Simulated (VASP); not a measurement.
# Sc2BiF6 (P4/mmm) in VASP: notebook

Runs on Sc2BiF6. Level: PBE. Tasks: single point, relaxation of cell and atoms.

Program: VASP 6.6.1. These are calculated values, not measurements. Logs are shortened: lines on timing, memory, paths and dates and some standing lists are left out, and cuts for length are marked.

**1. The cell of the first run**

It takes space group P4/mmm (No. 123, tetragonal). The conventional cell has a = 4.303 Å, b = 4.303 Å, c = 9.152 Å, α = 90.00°, β = 90.00°, γ = 90.00°. Within 3.3 Å of Sc (site symmetry 4mm) lie 1 Sc at 2.42 Å and 8 F at 2.47 to 3.22 Å. Bi (site symmetry 4/mmm) has 6 F at 2.15 to 2.31 Å within 2.8 Å. F (site symmetry mmm) has 2 Bi at 2.15 Å within 2.8 Å. Within 3.3 Å of F (site symmetry mmm) lie 4 Sc at 2.47 Å and 8 F at 3.04 to 3.12 Å. F (site symmetry 4mm) has 1 Bi at 2.31 Å and 8 F at 3.12 to 3.16 Å and 4 Sc at 3.22 Å within 3.3 Å.

**2. Single point, PBE (atoms taken out)**

The input, INCAR:

```
PREC = Accurate
ENCUT = 520
EDIFF = 1E-6
ISMEAR = 0
SIGMA = 0.1
LREAL = False
LASPH = True
NELM = 80
ALGO = Normal
ISIF = 2
LWAVE = False
LCHARG = False
GGA = PE
NBANDS = 50
```

The input, KPOINTS:

```
regular mesh
0
Gamma
  4 4 2
```

The input, POSCAR:

```
Sc2BiF6
1.0
    4.3026156451      0.0000000000      0.0000000000
    0.0000000000      4.3026156451      0.0000000000
    0.0000000000      0.0000000000      9.1522487520
Sc Bi F
2 1 6
Direct
    0.5000000000      0.5000000000      0.3675898720
    0.5000000000      0.5000000000      0.6324101280
    0.0000000000      0.0000000000      0.0000000000
    0.5000000000      0.0000000000      0.0000000000
    0.5000000000      0.0000000000      0.5000000000
    0.0000000000      0.5000000000      0.0000000000
    0.0000000000      0.5000000000      0.5000000000
    0.0000000000      0.0000000000      0.2527320532
    0.0000000000      0.0000000000      0.7472679468
```

Potentials or basis: VASP PAW PBE potentials, release 64 (Sc_sv, Bi_d, F).

Started as:

```
$ cat potpaw_PBE.64/Sc_sv/POTCAR potpaw_PBE.64/Bi_d/POTCAR potpaw_PBE.64/F/POTCAR > POTCAR
$ mpirun -np 1 vasp_std > vasp.out
```

OUTCAR:

```text
PREC = Accurate
   ENCUT = 520
   EDIFF = 1E-6
   ISMEAR = 0
   LREAL = False
   LASPH = True
   NELM = 80
   ISIF = 2
   GGA = PE

 ion  position               nearest neighbor table
   1  0.500  0.500  0.368-   2 2.42   5 2.47   7 2.47   5 2.47   7 2.47
   2  0.500  0.500  0.632-   1 2.42   5 2.47   7 2.47   5 2.47   7 2.47
   3  0.000  0.000  0.000-   4 2.15   6 2.15   6 2.15   4 2.15   8 2.31   9 2.31
   4  0.500  0.000  0.000-   3 2.15   3 2.15
   5  0.500  0.000  0.500-   1 2.47   2 2.47   1 2.47   2 2.47
   6  0.000  0.500  0.000-   3 2.15   3 2.15
   7  0.000  0.500  0.500-   1 2.47   2 2.47   1 2.47   2 2.47
   8  0.000  0.000  0.253-   3 2.31
   9  0.000  0.000  0.747-   3 2.31

  LATTYP: Found a simple tetragonal cell.
 ALAT       =     4.3026156451
 C/A-ratio  =     2.1271360277

  Lattice vectors:

 A1 = (   4.3026156451,   0.0000000000,   0.0000000000)
 A2 = (   0.0000000000,   4.3026156451,   0.0000000000)
 A3 = (   0.0000000000,   0.0000000000,   9.1522487520)

Analysis of symmetry for initial positions (statically):
=====================================================================
 Subroutine PRICEL returns:
 Original cell was already a primitive cell.

 Routine SETGRP: Setting up the symmetry group for a
 simple tetragonal supercell.

 Subroutine GETGRP returns: Found 16 space group operations
 (whereof 16 operations were pure point group operations)
 out of a pool of 16 trial point group operations.

The static configuration has the point symmetry D_4h.

Analysis of symmetry for dynamics (positions and initial velocities):
=====================================================================
 Subroutine PRICEL returns:
 Original cell was already a primitive cell.

 Routine SETGRP: Setting up the symmetry group for a
 simple tetragonal supercell.

 Subroutine GETGRP returns: Found 16 space group operations
 (whereof 16 operations were pure point group operations)
 out of a pool of 16 trial point group operations.

The dynamic configuration has the point symmetry D_4h.

 Subroutine INISYM returns: Found 16 space group operations
 (whereof 16 operations are pure point group operations),
 and found     1 'primitive' translations

----------------------------------------------------------------------------------------

                                     Primitive cell

  volume of cell :     169.4310

  direct lattice vectors                    reciprocal lattice vectors
     4.302615645  0.000000000  0.000000000     0.232416763  0.000000000  0.000000000
     0.000000000  4.302615645  0.000000000     0.000000000  0.232416763  0.000000000
     0.000000000  0.000000000  9.152248752     0.000000000  0.000000000  0.109262764

  length of vectors
     4.302615645  4.302615645  9.152248752     0.232416763  0.232416763  0.109262764

  position of ions in fractional coordinates (direct lattice)
     0.500000000  0.500000000  0.367589872
     0.500000000  0.500000000  0.632410128
     0.000000000  0.000000000  0.000000000
     0.500000000  0.000000000  0.000000000
     0.500000000  0.000000000  0.500000000
     0.000000000  0.500000000  0.000000000
     0.000000000  0.500000000  0.500000000
     0.000000000  0.000000000  0.252732053
     0.000000000  0.000000000  0.747267947

  ion indices of the primitive-cell ions
   primitive index   ion index
                 1           1
                 2           2
                 3           3
                 4           4
                 5           5
                 6           6
                 7           7
                 8           8
                 9           9

----------------------------------------------------------------------------------------

 KPOINTS: regular mesh

Automatic generation of k-mesh.
 Grid dimensions read from file:
 generate k-points for:    4    4    2

 Generating k-lattice:

  Cartesian coordinates                     Fractional coordinates (reciprocal lattice)
     0.058104191  0.000000000  0.000000000     0.250000000  0.000000000  0.000000000
     0.000000000  0.058104191  0.000000000     0.000000000  0.250000000  0.000000000
     0.000000000  0.000000000  0.054631382     0.000000000  0.000000000  0.500000000

  Length of vectors
     0.058104191  0.058104191  0.054631382

  Shift w.r.t. Gamma in fractional coordinates (k-lattice)
     0.000000000  0.000000000  0.000000000

 Subroutine IBZKPT returns following result:
 ===========================================

 Found     12 irreducible k-points:

 Following reciprocal coordinates:
            Coordinates               Weight
  0.000000  0.000000  0.000000      1.000000
  0.250000  0.000000  0.000000      4.000000
  0.500000  0.000000  0.000000      2.000000
  0.250000  0.250000  0.000000      4.000000
  0.500000  0.250000  0.000000      4.000000
  0.500000  0.500000  0.000000      1.000000
  0.000000  0.000000  0.500000      1.000000
  0.250000  0.000000  0.500000      4.000000
  0.500000  0.000000  0.500000      2.000000
  0.250000  0.250000  0.500000      4.000000
  0.500000  0.250000  0.500000      4.000000
  0.500000  0.500000  0.500000      1.000000
   k-points           NKPTS =     12   k-points in BZ     NKDIM =     12   number of bands    NBANDS=     50
   number of dos      NEDOS =    301   number of ions     NIONS =      9
   total plane-waves  NPLWV =  71680
   dimension x,y,z NGX =    32 NGY =   32 NGZ =   70
   dimension x,y,z NGXF=    64 NGYF=   64 NGZF=  140
   ions per type =               2   1   6
   NGX,Y,Z   is equivalent  to a cutoff of  12.36, 12.36, 12.72 a.u.
   NGXF,Y,Z  is equivalent  to a cutoff of  24.73, 24.73, 25.43 a.u.
 SYSTEM =  unknown system
   PREC   = accura    normal or accurate (medium, high low for compatibility)
   ISTART =      0    job   : 0-new  1-cont  2-samecut
   ICHARG =      2    charge: 1-file 2-atom 10-const
   ISPIN  =      1    spin polarized calculation?
   LNONCOLLINEAR =      F non collinear calculations
   LSORBIT =      F    spin-orbit coupling
   LASPH  =      T    aspherical Exc in radial PAW
   ENCUT  =  520.0 eV  38.22 Ry    6.18 a.u.   8.00  8.00 17.02*2*pi/ulx,y,z
   NELM   =     80;   NELMIN=  2; NELMDL= -5     # of ELM steps
   EDIFF  = 0.1E-05   stopping-criterion for ELM
   LREAL  =      F    real-space projection
   EDIFFG = 0.1E-04   stopping-criterion for IOM
   NSW    =      0    number of steps for IOM
   IBRION =     -1    ionic relax: 0-MD 1-quasi-New 2-CG
   NFREE  =      0    steps in history (QN), initial steepest desc. (CG)
   ISIF   =      2    stress and relaxation
   ISYM   =      2    0-nonsym 1-usesym 2-fastsym
   POTIM  = 0.5000    time-step for ionic-motion
   TEBEG  =    0.0;   TEEND  =   0.0 temperature during run
   PSTRESS=    0.0 pullay stress
   NELECT =      79.0000    total number of electrons
   NUPDOWN=      -1.0000    fix difference up-down
   EMIN   =  10.00;   EMAX   =-10.00  energy-range for DOS
   EFERMI =   0.00;   METHOD = LEGACY
   ISMEAR =     0;   SIGMA  =   0.10  broadening in eV -4-tet -1-fermi 0-gaus
   EFERMI_NEDOS =   21; number of points for ismear=-14 and -15
   IALGO  =     38    algorithm
   IMIX   =      4    mixing-type and parameters
     AMIX     =   0.40;   BMIX     =  1.00
     AMIX_MAG =   1.60;   BMIX_MAG =  1.00
  volume/ion in A,a.u.               =      18.83       127.04
  Fermi-wavevector in a.u.,A,eV,Ry     =   1.269462  2.398935 21.926233  1.611533
  Thomas-Fermi vector in A             =   2.402502
   LORBIT       =      0    0 simple, 1 ext, 2 COOP (PROOUT), +10 PAW based schemes
   GGA     = PE    functional components
   LHFCALC =     F    Hartree Fock is set to
   AEXX    =    0.0000 exact exchange contribution
   IVDW    =     0    specifies the selected vdW correction
   LEPSILON=     F    determine dielectric tensor
   LRPA    =     F    only Hartree local field effects (RPA)
 non-spin polarized calculation
 Gauss-broadening in eV      SIGMA  =   0.10
  energy-cutoff  :      520.00
  volume of cell :      169.43
 maximum number of plane-waves:      4600
   NGX = 17   NGY = 17   NGZ = 35

 number of electron      78.9999955 magnetization

 Free energy of the ion-electron system (eV)
  ---------------------------------------------------
  ext. energy  EPLUGINS =         0.00000000
  ---------------------------------------------------
  free energy    TOTEN  =       -46.41088028 eV

  energy without entropy =      -46.39666470  energy(sigma->0) =      -46.40377249

 E-fermi :   3.9329     XC(G=0):  -8.5099

 val. band max:        3.8997740404   @ k =   0.5000   0.5000   0.5000
 cond. band min:       3.9872697228   @ k =   0.0000   0.0000   0.0000
 fundamental gap:      0.0874956824
 Fermi energy:         3.9329295605

 k-point     1 :       0.0000    0.0000    0.0000
  band No.  band energies     occupation
      1     -47.0145      2.00000
      2     -46.7876      2.00000
      3     -25.8465      2.00000
      4     -25.8282      2.00000
      5     -25.8282      2.00000
      6     -25.6573      2.00000
[... 42 lines left out ...]
     49       6.0025      0.00000
     50       6.3488      0.00000

 k-point     2 :       0.2500    0.0000    0.0000
  band No.  band energies     occupation
      1     -47.0141      2.00000
      2     -46.7874      2.00000
      3     -25.8699      2.00000
      4     -25.8291      2.00000
      5     -25.8277      2.00000
      6     -25.6635      2.00000
[... 42 lines left out ...]
     49       5.9737      0.00000
     50       6.4138      0.00000

 k-point     3 :       0.5000    0.0000    0.0000
  band No.  band energies     occupation
      1     -47.0138      2.00000
      2     -46.7871      2.00000
      3     -25.8953      2.00000
      4     -25.8275      2.00000
      5     -25.8271      2.00000
      6     -25.6697      2.00000
[... 42 lines left out ...]
     49       5.9414      0.00000
     50       6.4833      0.00000

 k-point     4 :       0.2500    0.2500    0.0000
  band No.  band energies     occupation
      1     -47.0138      2.00000
      2     -46.7872      2.00000
      3     -25.8729      2.00000
      4     -25.8609      2.00000
      5     -25.8162      2.00000
      6     -25.6632      2.00000
[... 42 lines left out ...]
     49       5.9278      0.00000
     50       6.3975      0.00000

 k-point     5 :       0.5000    0.2500    0.0000
  band No.  band energies     occupation
      1     -47.0134      2.00000
      2     -46.7869      2.00000
      3     -25.8943      2.00000
      4     -25.8659      2.00000
      5     -25.8129      2.00000
      6     -25.6691      2.00000
[... 42 lines left out ...]
     49       5.8494      0.00000
     50       6.1522      0.00000

 k-point     6 :       0.5000    0.5000    0.0000
  band No.  band energies     occupation
      1     -47.0130      2.00000
      2     -46.7867      2.00000
      3     -25.8933      2.00000
      4     -25.8933      2.00000
      5     -25.8091      2.00000
      6     -25.6684      2.00000
[... 42 lines left out ...]
     49       5.6928      0.00000
     50       5.7700      0.00000

 k-point     7 :       0.0000    0.0000    0.5000
  band No.  band energies     occupation
      1     -47.0145      2.00000
      2     -46.7876      2.00000
      3     -25.8464      2.00000
      4     -25.8282      2.00000
      5     -25.8282      2.00000
      6     -25.6573      2.00000
[... 42 lines left out ...]
     49       6.0053      0.00000
     50       6.2841      0.00000

 k-point     8 :       0.2500    0.0000    0.5000
  band No.  band energies     occupation
      1     -47.0141      2.00000
      2     -46.7874      2.00000
      3     -25.8698      2.00000
      4     -25.8291      2.00000
      5     -25.8277      2.00000
      6     -25.6635      2.00000
[... 42 lines left out ...]
     49       5.9800      0.00000
     50       6.4558      0.00000

 k-point     9 :       0.5000    0.0000    0.5000
  band No.  band energies     occupation
      1     -47.0138      2.00000
      2     -46.7871      2.00000
      3     -25.8953      2.00000
      4     -25.8275      2.00000
      5     -25.8271      2.00000
      6     -25.6697      2.00000
[... 42 lines left out ...]
     49       5.9524      0.00000
     50       6.3376      0.00000

 k-point    10 :       0.2500    0.2500    0.5000
  band No.  band energies     occupation
      1     -47.0138      2.00000
      2     -46.7872      2.00000
      3     -25.8729      2.00000
      4     -25.8609      2.00000
      5     -25.8162      2.00000
      6     -25.6632      2.00000
[... 42 lines left out ...]
     49       5.8107      0.00000
     50       6.5492      0.00000

 k-point    11 :       0.5000    0.2500    0.5000
  band No.  band energies     occupation
      1     -47.0134      2.00000
      2     -46.7869      2.00000
      3     -25.8943      2.00000
      4     -25.8659      2.00000
      5     -25.8129      2.00000
      6     -25.6691      2.00000
[... 42 lines left out ...]
     49       5.8518      0.00000
     50       6.3454      0.00000

 k-point    12 :       0.5000    0.5000    0.5000
  band No.  band energies     occupation
      1     -47.0130      2.00000
      2     -46.7867      2.00000
      3     -25.8933      2.00000
      4     -25.8933      2.00000
      5     -25.8091      2.00000
      6     -25.6685      2.00000
[... 42 lines left out ...]
     49       5.8234      0.00000
     50       5.8694      0.00000

------------------------ aborting loop because EDIFF is reached ----------------------------------------

  FORCE on cell =-STRESS in cart. coord.  units (eV):
  Direction    XX          YY          ZZ          XY          YZ          ZX
  --------------------------------------------------------------------------------------
  -------------------------------------------------------------------------------------
  Total       -0.0584523     -0.0584523      0.3532989      0.0000000     -0.0000000     -0.0000000
  in kB       -0.5527377     -0.5527377      3.3408732      0.0000000     -0.0000000     -0.0000000
  external PRESSURE =       0.7451326 kB  Pullay stress =       0.0000000 kB

 VOLUME and BASIS-vectors are now :
 -----------------------------------------------------------------------------
  energy-cutoff  :      520.00
  volume of cell :      169.43
      direct lattice vectors                 reciprocal lattice vectors
     4.302615645  0.000000000  0.000000000     0.232416763  0.000000000  0.000000000
     0.000000000  4.302615645  0.000000000     0.000000000  0.232416763  0.000000000
     0.000000000  0.000000000  9.152248752     0.000000000  0.000000000  0.109262764

 POSITION                                       TOTAL-FORCE (eV/Angst)
 -----------------------------------------------------------------------------------
      2.15131      2.15131      3.36427         0.000000      0.000000     -0.090107
      2.15131      2.15131      5.78797        -0.000000      0.000000      0.090107
      0.00000      0.00000      0.00000         0.000000     -0.000000     -0.000000
      2.15131      0.00000      0.00000         0.000000     -0.000000     -0.000000
      2.15131      0.00000      4.57612         0.000000     -0.000000     -0.000000
      0.00000      2.15131      0.00000         0.000000     -0.000000     -0.000000
      0.00000      2.15131      4.57612         0.000000     -0.000000     -0.000000
      0.00000      0.00000      2.31307         0.000000     -0.000000      0.027575
      0.00000      0.00000      6.83918         0.000000     -0.000000     -0.027575
 -----------------------------------------------------------------------------------
    total drift:                                0.000000      0.000000      0.000000

  FREE ENERGIE OF THE ION-ELECTRON SYSTEM (eV)
  ---------------------------------------------------
  free  energy   TOTEN  =       -46.4108802835 eV

  energy  without entropy=      -46.3966646968  energy(sigma->0) =      -46.40377249
```

Run time: 1.8 min. Hardware: 1 thread of AMD EPYC 7R13 (Zen 3), shared host; peak memory 0.26 GiB.

Results:

```
Free energy            : -46.4109 eV
Pressure               : 0.1 GPa
Largest force          : 0.090 eV/Å
Band gap on the k mesh : zero (an odd number of electrons rules out a gap without spin polarisation)
```

Forces on the atoms (eV/Å):
```
Sc   0.000  0.000 -0.090
Sc   0.000  0.000  0.090
Bi   0.000  0.000  0.000
F    0.000  0.000  0.000
F    0.000  0.000  0.000
F    0.000  0.000  0.000
F    0.000  0.000  0.000
F    0.000  0.000  0.028
F    0.000  0.000 -0.028
```

Stress tensor (GPa, compression positive):
```
-0.06  0.00  0.00
 0.00 -0.06  0.00
 0.00  0.00  0.33
```

Caveat: the k points lie up to 0.37 Å⁻¹ apart, too coarse for converged energies and pressures of a metal; the cell differs from its parent crystal (atoms taken out); spin-orbit coupling is left out, which moves the levels of the heavy elements; an odd number of electrons without spin polarisation forces a metal; a magnetic or distorted state may lie lower.

[end of part 1 of 2]

The gap in the log of VASP goes by the Fermi energy; the results here count the filled bands.